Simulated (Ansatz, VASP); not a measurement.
CsSnI3: VASP beside Ansatz

```xyz
5
Lattice="6.2415 0.0000 0.0000 0.0000 6.2415 0.0000 0.0000 0.0000 6.2415" Properties=species:S:1:pos:R:3 pbc="T T T"
Cs    0.0000    0.0000    0.0000
Sn    3.1207    3.1207    3.1207
I     3.1207    3.1207    0.0000
I     3.1207    0.0000    3.1207
I     0.0000    3.1207    3.1207
```

Alike in both runs: task single point; functional PBE; k mesh 4 × 4 × 4; occupations fermi-dirac, width 0.02 eV; no spin polarisation.

```csv
,VASP,Ansatz
version,VASP 6.6.1,Ansatz 0.2.0
potentials or method,"VASP PAW PBE potentials, release 64 (Cs_sv, Sn_d, I)","plane waves, PAW"
plane-wave cutoff (eV),520,420
valence electrons in the cell,44,74
```

|  | VASP | Ansatz | Ansatz less VASP |
| --- | --- | --- | --- |
| pressure (GPa) | 0.5 | 0.5 | 0.00 |

VASP's potentials hold 44 valence electrons a cell and Ansatz's 74, so a difference there can come from the potentials and not from the codes.

Spin-orbit coupling is off throughout.
